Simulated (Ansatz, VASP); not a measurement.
MgSn4N in VASP and in Ansatz

The input INCAR:

```
SYSTEM = MgSn4N
PREC = Accurate
ENCUT = 600
EDIFF = 1E-6
ISMEAR = 0
SIGMA = 0.1
LREAL = .FALSE.
LASPH = .TRUE.
NELM = 100
ALGO = Normal
ISIF = 3
LWAVE = .FALSE.
LCHARG = .FALSE.
GGA = PE
IBRION = 2
NSW = 90
EDIFFG = -0.04
```

The input KPOINTS:

```
Automatic mesh
0
G
  4 4 4
  0 0 0
```

POSCAR

```
MgSn4N
1.0
    0.0000000000      4.0182010300      4.0182010300
    4.0182010300      0.0000000000      4.0182010300
    4.0182010300      4.0182010300      0.0000000000
Mg Sn N
1 4 1
Direct
    0.2500000000      0.2500000000      0.2500000000
    0.1221060800      0.6259646400      0.6259646400
    0.6259646400      0.1221060800      0.6259646400
    0.6259646400      0.6259646400      0.1221060800
    0.6259646400      0.6259646400      0.6259646400
    0.0000000000      0.0000000000      0.0000000000
```

Input for Ansatz:

```yaml
crystal:
  lattice:
    - [0.0, 4.01820103, 4.01820103]
    - [4.01820103, 0.0, 4.01820103]
    - [4.01820103, 4.01820103, 0.0]
  atoms:
    - { symbol: Mg, position: [0.25, 0.25, 0.25] }
    - { symbol: Sn, position: [0.12210608, 0.62596464, 0.62596464] }
    - { symbol: Sn, position: [0.62596464, 0.12210608, 0.62596464] }
    - { symbol: Sn, position: [0.62596464, 0.62596464, 0.12210608] }
    - { symbol: Sn, position: [0.62596464, 0.62596464, 0.62596464] }
    - { symbol: "N", position: [0.0, 0.0, 0.0] }
basis:
  ecutwfc: 420
kpoints:
  mp_grid: { grid: [4, 4, 4] }
hamiltonian:
  xc: pbe
scf:
  occupations: { method: gaussian, width: 0.1 }
  lower_state_search: "off"
output:
  forces: true
  stress: true
  eigenvalues: true
relax:
  adjacent_minimum: "off"
  f_tol: 0.04
  max_steps: 70
  cell: { stress_tol: 0.4 }
```

Change from the starting cell: species swapped into the ErInNi4 type (F-43m, No. 216).

Alike in both runs: task relaxation of cell and atoms; functional PBE; k mesh 4 × 4 × 4; occupations gaussian, width 0.1 eV; no spin polarisation.

|  | VASP | Ansatz |
| --- | --- | --- |
| version | VASP 6.6.1 | Ansatz 0.2.0 |
| potentials or method | VASP PAW PBE potentials, release 64 (Mg, Sn_d, N), cutoff 600 eV | scalar-relativistic, plane waves, PAW |
| valence electrons in the cell | 63 | 71 |

|  | VASP | Ansatz | Ansatz less VASP |
| --- | --- | --- | --- |
| gap on the k mesh at the Fermi level, each at its own relaxed structure (eV) | none | none | - |
| relaxed volume (Å³/atom) | 25.86 | 25.83 | -0.034 |
| relaxed length of the cell vector where the two differ most in proportion (Å) | 6.032 | 6.029 | -0.0026 |

A gap of «none» marks a metal or a gap that the smearing closes. VASP's potentials hold 63 valence electrons a cell and Ansatz's 71, so a difference there can come from the potentials and not from the codes.

Noted on VASP's run: the volume moved by over 15 % at a fixed basis, so the end points are rough.
